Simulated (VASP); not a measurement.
Wanted: the native input for a VASP 6.6.1 run.

* Task: single point
* Functional: PBE
* Potentials or basis: VASP PAW PBE potentials, release 64 (Na_pv, H)
* Cutoff: 520 eV
* k mesh: 8 × 8 × 8
* Occupations: gaussian, width 0.05 eV
* Spin: no spin polarisation
* Dipole correction: no
* Further INCAR settings: ALGO = Normal; EDIFF = 1e-06; NBANDS = 11

The structure of NaH lies in POSCAR:

```
NaH
1.0
    0.0000000000      2.4400000000      2.5620000000
    2.4400000000      0.0000000000      2.5620000000
    2.4400000000      2.4400000000      0.0000000000
Na H
1 1
Direct
    0.0000000000      0.0000000000      0.0000000000
    0.5000000000      0.5000000000      0.5000000000
```

This cell differs from its parent crystal: strain +0.000 along x and y, +0.050 along z.

One way to write it, as run:

INCAR

```
PREC = Accurate
ENCUT = 520
EDIFF = 1E-6
ISMEAR = 0
SIGMA = 0.05
LREAL = F
LASPH = T
NELM = 80
ALGO = Normal
ISIF = 2
LWAVE = F
LCHARG = F
GGA = PE
NBANDS = 11
```

KPOINTS

```
regular mesh
0
Gamma
  8 8 8
```

Potentials or basis: VASP PAW PBE potentials, release 64 (Na_pv, H).

Run with:

```bash
$ cat potpaw_PBE.64/Na_pv/POTCAR potpaw_PBE.64/H/POTCAR > POTCAR
$ mpirun -np 1 vasp_std > vasp.out
```

Results of the run:

```json
{
 "Pressure": "-1.5 GPa",
 "Band gap on the k mesh": "3.60 eV, indirect (least direct gap 4.45 eV)"
}
```

Caveat: the cell differs from its parent crystal (strain +0.000 along x and y, +0.050 along z).

Run time: 9.2 s on 1 thread of Intel(R) Xeon(R) 6975P-C (Granite Rapids) (shared host), peak memory 0.15 GiB.
